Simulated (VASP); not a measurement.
# HCBr3 (CHBr3) (P6_3) in VASP: a series of runs

HCBr3 (CHBr3) is run at these levels: PBE+D3(BJ); tasks: single point.

All numbers are computed with VASP 6.6.1; they aren't measurements. Logs are shortened: lines on timing, memory, paths and dates and some standing lists are left out, and cuts for length are marked.

## Step 1: The cell of the first run

The structure is hexagonal, space group P6_3 (No. 173). Conventional cell: a = 6.269 Å, b = 6.269 Å, c = 7.091 Å, α = 90.00°, β = 90.00°, γ = 120.00°. Within 1.5 Å of H (site symmetry 3) lie 1 C at 1.09 Å. C (site symmetry 3) has 1 H at 1.09 Å within 1.5 Å. Br (site symmetry 1) has 1 C at 1.94 Å and 1 H at 2.48 Å within 2.6 Å.

## Step 2: Single point, PBE+D3(BJ)

Input file INCAR:

```
ALGO = Normal
EDIFF = 1E-7
ENCUT = 520
GGA = PE
ISIF = 2
ISMEAR = 0
IVDW = 12
LASPH = True
LCHARG = True
LELF = True
LREAL = False
LVHAR = True
LWAVE = False
NBANDS = 37
NELM = 60
PREC = Accurate
SIGMA = 0.1
```

Input file KPOINTS:

```
k-points
0
Gamma
  6 6 4
```

Input file POSCAR:

```
HCBr3
1.0
    6.2694205112      0.0000000000      0.0000000000
   -3.1347102556      5.4294774297      0.0000000000
    0.0000000000      0.0000000000      7.0907867660
H C Br
2 2 6
Direct
    0.6666666667      0.3333333333      0.2318870112
    0.3333333333      0.6666666667      0.7318870112
    0.6666666667      0.3333333333      0.0781148503
    0.3333333333      0.6666666667      0.5781148503
    0.6993070275      0.6452490242      0.0003327128
    0.0540580032      0.6993070275      0.5003327128
    0.3547509758      0.0540580032      0.0003327128
    0.3006929725      0.3547509758      0.5003327128
    0.9459419968      0.3006929725      0.0003327128
    0.6452490242      0.9459419968      0.5003327128
```

Potentials or basis: VASP PAW PBE potentials, release 64 (H, C, Br).

Run with:

```
$ cat potpaw_PBE.64/H/POTCAR potpaw_PBE.64/C/POTCAR potpaw_PBE.64/Br/POTCAR > POTCAR
$ mpirun -np 1 vasp_std > vasp.out
```

OUTCAR:

```text
EDIFF = 1E-7
   ENCUT = 520
   GGA = PE
   ISIF = 2
   ISMEAR = 0
   IVDW = 12
   LASPH = True
   LREAL = False
   NELM = 60
   PREC = Accurate
 IVDW          = 12

 ion  position               nearest neighbor table
   1  0.667  0.333  0.232-   3 1.09
   2  0.333  0.667  0.732-   4 1.09
   3  0.667  0.333  0.078-   1 1.09   5 1.94   7 1.94   9 1.94
   4  0.333  0.667  0.578-   2 1.09   8 1.94  10 1.94   6 1.94
   5  0.699  0.645  0.000-   3 1.94
   6  0.054  0.699  0.500-   4 1.94
   7  0.355  0.054  0.000-   3 1.94
   8  0.301  0.355  0.500-   4 1.94
   9  0.946  0.301  0.000-   3 1.94
  10  0.645  0.946  0.500-   4 1.94

  LATTYP: Found a hexagonal cell.
 ALAT       =     6.2694205112
 C/A-ratio  =     1.1310115111

  Lattice vectors:

 A1 = (   6.2694205112,   0.0000000000,   0.0000000000)
 A2 = (  -3.1347102556,   5.4294774297,   0.0000000000)
 A3 = (   0.0000000000,   0.0000000000,   7.0907867660)

Analysis of symmetry for initial positions (statically):
=====================================================================
 Subroutine PRICEL returns:
 Original cell was already a primitive cell.

 Routine SETGRP: Setting up the symmetry group for a
 hexagonal supercell.

 Subroutine GETGRP returns: Found  6 space group operations
 (whereof  3 operations were pure point group operations)
 out of a pool of 24 trial point group operations.

The static configuration has the point symmetry C_3 .
 The point group associated with its full space group is C_6 .

Analysis of symmetry for dynamics (positions and initial velocities):
=====================================================================
 Subroutine PRICEL returns:
 Original cell was already a primitive cell.

 Routine SETGRP: Setting up the symmetry group for a
 hexagonal supercell.

 Subroutine GETGRP returns: Found  6 space group operations
 (whereof  3 operations were pure point group operations)
 out of a pool of 24 trial point group operations.

The dynamic configuration has the point symmetry C_3 .
 The point group associated with its full space group is C_6 .

 Subroutine INISYM returns: Found  6 space group operations
 (whereof  3 operations are pure point group operations),
 and found     1 'primitive' translations

----------------------------------------------------------------------------------------

                                     Primitive cell

  volume of cell :     241.3681

  direct lattice vectors                    reciprocal lattice vectors
     6.269420511  0.000000000  0.000000000     0.159504375  0.092089894  0.000000000
    -3.134710256  5.429477430  0.000000000     0.000000000  0.184179788  0.000000000
     0.000000000  0.000000000  7.090786766     0.000000000  0.000000000  0.141028074

  length of vectors
     6.269420511  6.269420511  7.090786766     0.184179788  0.184179788  0.141028074

  position of ions in fractional coordinates (direct lattice)
     0.666666667  0.333333333  0.231887011
     0.333333333  0.666666667  0.731887011
     0.666666667  0.333333333  0.078114850
     0.333333333  0.666666667  0.578114850
     0.699307027  0.645249024  0.000332713
     0.054058003  0.699307027  0.500332713
     0.354750976  0.054058003  0.000332713
     0.300692973  0.354750976  0.500332713
     0.945941997  0.300692973  0.000332713
     0.645249024  0.945941997  0.500332713

  ion indices of the primitive-cell ions
   primitive index   ion index
                 1           1
                 2           2
                 3           3
                 4           4
                 5           5
                 6           6
                 7           7
                 8           8
                 9           9
                10          10

----------------------------------------------------------------------------------------

 KPOINTS: k-points

Automatic generation of k-mesh.
 Grid dimensions read from file:
 generate k-points for:    6    6    4

 Generating k-lattice:

  Cartesian coordinates                     Fractional coordinates (reciprocal lattice)
     0.026584062  0.015348316  0.000000000     0.166666667  0.000000000  0.000000000
     0.000000000  0.030696631  0.000000000     0.000000000  0.166666667  0.000000000
     0.000000000  0.000000000  0.035257018     0.000000000  0.000000000  0.250000000

  Length of vectors
     0.030696631  0.030696631  0.035257018

  Shift w.r.t. Gamma in fractional coordinates (k-lattice)
     0.000000000  0.000000000  0.000000000

 Subroutine IBZKPT returns following result:
 ===========================================

 Found     24 irreducible k-points:

 Following reciprocal coordinates:
            Coordinates               Weight
  0.000000  0.000000  0.000000      1.000000
  0.166667 -0.000000  0.000000      6.000000
  0.333333 -0.000000  0.000000      6.000000
  0.500000  0.000000  0.000000      3.000000
  0.166667  0.166667  0.000000      6.000000
  0.333333  0.166667  0.000000      6.000000
[... 16 lines left out ...]
 -0.333333  0.500000  0.500000      6.000000
  0.333333  0.333333  0.500000      2.000000
   k-points           NKPTS =     24   k-points in BZ     NKDIM =     24   number of bands    NBANDS=     37
   number of dos      NEDOS =    301   number of ions     NIONS =     10
   total plane-waves  NPLWV = 124416
   dimension x,y,z NGX =    48 NGY =   48 NGZ =   54
   dimension x,y,z NGXF=    96 NGYF=   96 NGZF=  108
   ions per type =               2   2   6
   NGX,Y,Z   is equivalent  to a cutoff of  12.73, 12.73, 12.66 a.u.
   NGXF,Y,Z  is equivalent  to a cutoff of  25.46, 25.46, 25.32 a.u.
 SYSTEM =  unknown system
   PREC   = accura    normal or accurate (medium, high low for compatibility)
   ISTART =      0    job   : 0-new  1-cont  2-samecut
   ICHARG =      2    charge: 1-file 2-atom 10-const
   ISPIN  =      1    spin polarized calculation?
   LNONCOLLINEAR =      F non collinear calculations
   LSORBIT =      F    spin-orbit coupling
   LASPH  =      T    aspherical Exc in radial PAW
   ENCUT  =  520.0 eV  38.22 Ry    6.18 a.u.  11.66 11.66 13.18*2*pi/ulx,y,z
   NELM   =     60;   NELMIN=  2; NELMDL= -5     # of ELM steps
   EDIFF  = 0.1E-06   stopping-criterion for ELM
   LREAL  =      F    real-space projection
   EDIFFG = 0.1E-05   stopping-criterion for IOM
   NSW    =      0    number of steps for IOM
   IBRION =     -1    ionic relax: 0-MD 1-quasi-New 2-CG
   NFREE  =      0    steps in history (QN), initial steepest desc. (CG)
   ISIF   =      2    stress and relaxation
   ISYM   =      2    0-nonsym 1-usesym 2-fastsym
   POTIM  = 0.5000    time-step for ionic-motion
   TEBEG  =    0.0;   TEEND  =   0.0 temperature during run
   PSTRESS=    0.0 pullay stress
   NELECT =      52.0000    total number of electrons
   NUPDOWN=      -1.0000    fix difference up-down
   EMIN   =  10.00;   EMAX   =-10.00  energy-range for DOS
   EFERMI =   0.00;   METHOD = LEGACY
   ISMEAR =     0;   SIGMA  =   0.10  broadening in eV -4-tet -1-fermi 0-gaus
   EFERMI_NEDOS =   21; number of points for ismear=-14 and -15
   IALGO  =     38    algorithm
   IMIX   =      4    mixing-type and parameters
     AMIX     =   0.40;   BMIX     =  1.00
     AMIX_MAG =   1.60;   BMIX_MAG =  1.00
  volume/ion in A,a.u.               =      24.14       162.88
  Fermi-wavevector in a.u.,A,eV,Ry     =   0.981407  1.854591 13.104594  0.963160
  Thomas-Fermi vector in A             =   2.112412
   LORBIT       =      0    0 simple, 1 ext, 2 COOP (PROOUT), +10 PAW based schemes
   GGA     = PE    functional components
   LHFCALC =     F    Hartree Fock is set to
   AEXX    =    0.0000 exact exchange contribution
   IVDW    =    12    specifies the selected vdW correction
   LEPSILON=     F    determine dielectric tensor
   LRPA    =     F    only Hartree local field effects (RPA)
 non-spin polarized calculation
 Gauss-broadening in eV      SIGMA  =   0.10
  energy-cutoff  :      520.00
  volume of cell :      241.37
 maximum number of plane-waves:      6518
 NGX is ok and might be reduce to    48
   NGX = 23   NGY = 23   NGZ = 27

 number of electron      52.0000007 magnetization

 Free energy of the ion-electron system (eV)
  ---------------------------------------------------
  ext. energy  EPLUGINS =         0.00000000
  ---------------------------------------------------
  free energy    TOTEN  =       -34.42090600 eV

  energy without entropy =      -34.42090600  energy(sigma->0) =      -34.42090600

 E-fermi :  -0.1991     XC(G=0):  -7.8364

 val. band max:       -0.6870882159   @ k =   0.3333   0.3333   0.2500
 cond. band min:       2.8625942051   @ k =   0.3333   0.3333   0.0000
 fundamental gap:      3.5496824210
 Fermi energy:        -0.1991092376

 k-point     1 :       0.0000    0.0000    0.0000
  band No.  band energies     occupation
      1     -16.5904      2.00000
      2     -16.4144      2.00000
      3     -14.3942      2.00000
      4     -14.3942      2.00000
      5     -14.3917      2.00000
      6     -14.3917      2.00000
[... 29 lines left out ...]
     36       8.9455      0.00000
     37       9.0431      0.00000

 k-point     2 :       0.1667   -0.0000    0.0000
  band No.  band energies     occupation
      1     -16.5620      2.00000
      2     -16.4043      2.00000
      3     -14.4576      2.00000
      4     -14.4254      2.00000
      5     -14.4118      2.00000
      6     -14.3795      2.00000
[... 29 lines left out ...]
     36       8.6337      0.00000
     37       8.6673      0.00000
[... 838 lines left out ...]
     36       7.7255      0.00000
     37       8.1198      0.00000

 k-point    24 :       0.3333    0.3333    0.5000
  band No.  band energies     occupation
      1     -16.4092      2.00000
      2     -16.4092      2.00000
      3     -14.5658      2.00000
      4     -14.5658      2.00000
      5     -14.4574      2.00000
      6     -14.4574      2.00000
[... 29 lines left out ...]
     36       7.7791      0.00000
     37       8.0019      0.00000

------------------------ aborting loop because EDIFF is reached ----------------------------------------

 Edisp (eV)   -1.50250

 E8    (eV) :    -0.5593

  FORCE on cell =-STRESS in cart. coord.  units (eV):
  Direction    XX          YY          ZZ          XY          YZ          ZX
  --------------------------------------------------------------------------------------
  -------------------------------------------------------------------------------------
  Total       0.18550     0.18550     0.01695    -0.00000    -0.00000     0.00000
  in kB       1.23134     1.23134     0.11253    -0.00000    -0.00000     0.00000
  external pressure =        0.86 kB  Pullay stress =        0.00 kB

 VOLUME and BASIS-vectors are now :
 -----------------------------------------------------------------------------
  energy-cutoff  :      520.00
  volume of cell :      241.37
      direct lattice vectors                 reciprocal lattice vectors
     6.269420511  0.000000000  0.000000000     0.159504375  0.092089894  0.000000000
    -3.134710256  5.429477430  0.000000000     0.000000000  0.184179788  0.000000000
     0.000000000  0.000000000  7.090786766     0.000000000  0.000000000  0.141028074

 POSITION                                       TOTAL-FORCE (eV/Angst)
 -----------------------------------------------------------------------------------
      3.13471      1.80983      1.64426         0.000000     -0.000000      0.033359
     -0.00000      3.61965      5.18965        -0.000000     -0.000000      0.033359
      3.13471      1.80983      0.55390        -0.000000     -0.000000      0.016235
     -0.00000      3.61965      4.09929        -0.000000     -0.000000      0.016235
      2.36158      3.50337      0.00236        -0.000686      0.029071     -0.016531
     -1.85321      3.79687      3.54775        -0.025520      0.013941     -0.016531
      2.05463      0.29351      0.00236        -0.024833     -0.015130     -0.016531
      0.77313      1.92611      3.54775         0.000686     -0.029071     -0.016531
      4.98792      1.63261      0.00236         0.025520     -0.013941     -0.016531
      1.08008      5.13597      3.54775         0.024833      0.015130     -0.016531
 -----------------------------------------------------------------------------------
    total drift:                                0.000000     -0.000000     -0.000745

  FREE ENERGIE OF THE ION-ELECTRON SYSTEM (eV)
  ---------------------------------------------------
  free  energy   TOTEN  =       -35.9234079107 eV

  energy  without entropy=      -35.9234079107  energy(sigma->0) =      -35.92340791
```

Wall time 3.8 min (1 thread of Intel Xeon Platinum 8259CL at 2.50GHz (Skylake/Cascade Lake), shared host); peak memory 0.44 GiB.

Results:

| Item | Value |
| --- | --- |
| Free energy | -35.9234 eV |
| Pressure | 0.1 GPa |
| Largest force | 0.033 eV/Å |
| Band gap on the k mesh | 3.55 eV, indirect (least direct gap 3.56 eV) |
| Dispersion energy per atom | -0.150 eV |

Forces on the atoms (eV/Å):
```
H    0.000  0.000  0.033
H    0.000  0.000  0.033
C    0.000  0.000  0.016
C    0.000  0.000  0.016
Br  -0.001  0.029 -0.017
Br  -0.026  0.014 -0.017
Br  -0.025 -0.015 -0.017
Br   0.001 -0.029 -0.017
Br   0.026 -0.014 -0.017
Br   0.025  0.015 -0.017
```

Levels at points of the mesh, in eV from the valence-band top:
```tsv
k point	band 23	band 24	band 25	band 26	band 27	band 28	band 29	band 30
(0.00, 0.00, 0.00)	-0.27	-0.26	-0.13	-0.13	3.72	4.12	5.12	5.12
(0.50, 0.00, 0.00)	-0.29	-0.19	-0.04	-0.03	3.70	3.81	4.86	5.00
(0.00, 0.00, 0.50)	-0.25	-0.25	-0.07	-0.07	3.89	3.89	5.03	5.03
(0.50, 0.00, 0.50)	-0.38	-0.38	-0.04	-0.04	3.82	3.82	4.95	4.95
```

[end of part 1 of 2]
